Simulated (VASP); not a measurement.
Here is a VASP 6.6.1 calculation.

INCAR

```
SYSTEM = Ti12HO24
  PREC = Accurate
  ENCUT = 520
  EDIFF = 1E-6
  ISMEAR = 0
  SIGMA = 0.02
  LREAL = Auto
  LASPH = .TRUE.
  NELM = 100
  ALGO = Normal
  ISIF = 2
  LWAVE = .FALSE.
  LCHARG = .TRUE.
  GGA = PE
  LELF = .TRUE.
  LVHAR = .TRUE.
  NELECT = 288.0
  NBANDS = 168
```

KPOINTS

```
Automatic mesh
0
Gamma
  2 2 2
  0.5 0.5 0.5
```

The input POSCAR:

```
Ti12HO24
1.0
   -4.6433175423     -4.6433175423      0.0000000000
    4.6433175423     -4.6433175423      0.0000000000
    0.0000000000      0.0000000000      8.8916040206
Ti O H
12 24 1
Direct
    0.0117192071      0.4943273810     -0.0097117460
    0.0118290424      0.4945905549      0.3430880405
   -0.0006857166      0.4812561234      0.6666990552
    0.5069053492     -0.0107964832     -0.0016371624
    0.5062309391     -0.0113477055      0.3349735316
    0.4861945106      0.0156714460      0.6666556435
    1.0171883480      0.0097857835      0.1667306592
    0.9938224035     -0.0119698900      0.4997785540
    0.9944482491     -0.0122375865      0.8335733331
    0.4778555375      0.4740108726      0.1666984941
    0.5097341456      0.5090540284      0.5004203954
    0.5096232335      0.5096544612      0.8330171905
    0.7944316680      0.5353408371      0.1666469848
    0.8066178903      0.5038169323      0.4997820404
    0.8066301660      0.5038173631      0.8335581502
    0.3055750521      0.0057585982      0.1666682408
    0.3039926706      0.0026992554      0.4998947310
    0.3039637042      0.0027155153      0.8334552442
    0.0044809557      0.8077887127      0.0005645775
    0.0045209055      0.8077797751      0.3327793268
   -0.0003992835      0.8073173902      0.6666666651
    0.5038107945      0.3034857055      0.0004139860
    0.5037979804      0.3034799983      0.3329379033
    0.5013443468      0.3071325592      0.6666342750
   -0.0056575928      0.2020994669      0.3313457272
   -0.0021031299      0.1967794560      0.6666639659
   -0.0056837595      0.2021079738      0.0020161717
    0.4927302471      0.6928382500      0.3339534681
    0.5000909326      0.6942512483      0.6666307886
    0.4928322216      0.6928958596     -0.0006118131
    0.1885904834      0.4968091196      0.1666681283
    0.1948415097      0.5000211549      0.5013261938
    0.1948467861      0.4999788360      0.8320327787
    0.6961172633     -0.0159057612      0.1666666663
    0.6948602956     -0.0020655490      0.4995668936
    0.6948825857     -0.0020217226      0.8337446183
    0.7769919819      0.6849999965      0.1665440787
```

Potentials or basis: VASP PAW PBE potentials, release 64 (Ti_sv, O, H).

Launch:

```sh
$ cat potpaw_PBE.64/Ti_sv/POTCAR potpaw_PBE.64/O/POTCAR potpaw_PBE.64/H/POTCAR > POTCAR
$ mpirun -np 1 vasp_std > vasp.out
```

**Question.** Estimate the largest force.

**Answer.** 0.099 eV/Å.

Forces on the atoms (eV/Å):
```
Ti   0.045  0.011  0.072
Ti   0.045  0.013 -0.071
Ti   0.018 -0.032  0.008
Ti   0.035  0.004  0.006
Ti   0.030 -0.005 -0.012
Ti  -0.041  0.000 -0.003
Ti   0.022  0.029 -0.010
Ti   0.011 -0.034 -0.017
Ti   0.018 -0.029  0.023
Ti   0.022 -0.055 -0.005
Ti  -0.009  0.031 -0.014
Ti  -0.010  0.027  0.023
O   -0.051  0.040  0.003
O    0.020  0.018  0.005
O    0.023  0.019 -0.008
O   -0.011 -0.012  0.004
O    0.030  0.024 -0.013
O    0.029  0.027  0.014
O   -0.032  0.037  0.016
O   -0.031  0.038 -0.016
O   -0.049  0.045 -0.001
O   -0.037  0.032 -0.043
O   -0.038  0.036  0.041
O    0.001  0.001  0.004
O    0.001  0.001  0.023
O   -0.018  0.015 -0.003
O   -0.003  0.001 -0.025
O    0.007 -0.010 -0.026
O    0.049 -0.044  0.002
O    0.010 -0.007  0.023
O    0.002 -0.004  0.003
O   -0.049 -0.051  0.023
O   -0.050 -0.054 -0.030
O   -0.037 -0.024  0.002
O   -0.015 -0.011  0.025
O   -0.014 -0.014 -0.023
H    0.076 -0.063  0.001
```

Caveat: the cell carries a net charge on a neutralising background, which shifts energy and pressure.
